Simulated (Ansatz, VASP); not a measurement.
# SiC in VASP and in Ansatz

```
CELL_PARAMETERS angstrom
0.00000 2.17841 2.17841
2.17841 0.00000 2.17841
2.17841 2.17841 0.00000
ATOMIC_POSITIONS crystal
Si 0.99770 0.99770 0.99770
C 0.75000 0.75000 0.75000
```

Change from the starting cell: atom 1 moved by [-0.01, -0.01, -0.01] A.

Alike in both runs: task single point; functional PBEsol; k mesh 10 × 10 × 10; no spin polarisation.

|  | VASP | Ansatz |
| --- | --- | --- |
| version | VASP 6.6.1 | Ansatz 0.2.0 |
| potentials or method | VASP PAW PBE potentials, release 64 (Si, C), cutoff 520 eV | all-electron LAPW, scalar-relativistic |
| occupations | gaussian, width 0.01 eV | fixed |

```tsv
	VASP	Ansatz	Ansatz less VASP
gap on the k mesh at the Fermi level (eV)	1.19	1.20	+0.010
pressure (GPa)	0.4	0.0	-0.41
traceless stress, the component that is largest in VASP (GPa)	0.70	0.68	-0.014
rms of the force components (eV/Å)	0.199	0.198	-0.0010
```

VASP's potentials were made for PBE, not for PBEsol. Atom by atom the forces differ by 0.001 eV/Å (rms over components). Ansatz ran all-electron here, and VASP with PAW potentials.
